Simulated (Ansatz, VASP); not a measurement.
# Rb3NaO2 in VASP and in Ansatz

INCAR

```
SYSTEM = Rb3NaO2
ALGO = Normal
EDIFF = 1E-6
ENCUT = 520
GGA = PE
ISIF = 2
ISMEAR = 0
ISPIN = 2
LASPH = .TRUE.
LCHARG = .FALSE.
LORBIT = 11
LREAL = .FALSE.
LWAVE = .FALSE.
MAGMOM = 0 0 0 0 1 1
NBANDS = 36
NELM = 150
PREC = Accurate
SIGMA = 0.1
```

Contents of KPOINTS:

```
k-points
0
G
  4 4 4
  0 0 0
```

File POSCAR:

```
Rb3NaO2
1.0
   -2.9237743579      2.9237743579      4.9739650955
    2.9237743579     -2.9237743579      4.9739650955
    2.9237743579      2.9237743579     -4.9739650955
Rb Na O
3 1 2
Direct
    0.5000000000      0.5000000000      0.0000000000
    0.7500000000      0.2500000000      0.5000000000
    0.2500000000      0.7500000000      0.5000000000
    0.0000000000      0.0000000000      0.0000000000
    0.2183160752      0.2183160752      0.0000000000
    0.7816839248      0.7816839248      0.0000000000
```

Input for Ansatz:

```yaml
crystal:
  lattice:
    - [-2.9237743579, 2.9237743579, 4.9739650955]
    - [2.9237743579, -2.9237743579, 4.9739650955]
    - [2.9237743579, 2.9237743579, -4.9739650955]
  atoms:
    - { symbol: Rb, position: [0.5, 0.5, 0.0] }
    - { symbol: Rb, position: [0.75, 0.25, 0.5] }
    - { symbol: Rb, position: [0.25, 0.75, 0.5] }
    - { symbol: Na, position: [0.0, 0.0, 0.0] }
    - { symbol: O, position: [0.2183160752, 0.2183160752, 0.0], spin: 1.0 }
    - { symbol: O, position: [0.7816839248, 0.7816839248, 0.0], spin: 1.0 }
basis:
  ecutwfc: 420
kpoints:
  mp_grid: { grid: [4, 4, 4] }
hamiltonian:
  xc: pbe
scf:
  occupations: { method: gaussian, width: 0.1 }
  lower_state_search: "off"
output:
  forces: true
  stress: true
  eigenvalues: true
  populations: true
magnetization:
  spin_polarized: true
```

Alike in both runs: task single point; functional PBE; k mesh 4 × 4 × 4; occupations gaussian, width 0.1 eV; collinear spin.

|  | VASP | Ansatz |
| --- | --- | --- |
| version | VASP 6.6.1 | Ansatz 0.2.0 |
| potentials or method | VASP PAW PBE potentials, release 64 (Rb_sv, Na_pv, O), cutoff 520 eV | scalar-relativistic, plane waves, PAW |
| valence electrons in the cell | 46 | 48 |

|  | VASP | Ansatz | Ansatz less VASP |
| --- | --- | --- | --- |
| pressure (GPa) | 0.2 | 0.1 | -0.09 |
| traceless stress, the component that is largest in VASP (GPa) | -0.47 | -0.55 | -0.083 |
| rms of the force components (eV/Å) | 0.008 | 0.004 | -0.0034 |
| net moment per atom (μB) | 0.00 | 0.00 | 0.000 |

Atom by atom the forces differ by 0.003 eV/Å (rms over components). The functional is the same, so the differences come from potentials, cutoffs and numerics. VASP's potentials hold 46 valence electrons a cell and Ansatz's 48, so a difference there can come from the potentials and not from the codes. Ansatz's warnings: seeded moment not kept.

The k mesh is coarse, so the values compare programs but aren't converged.
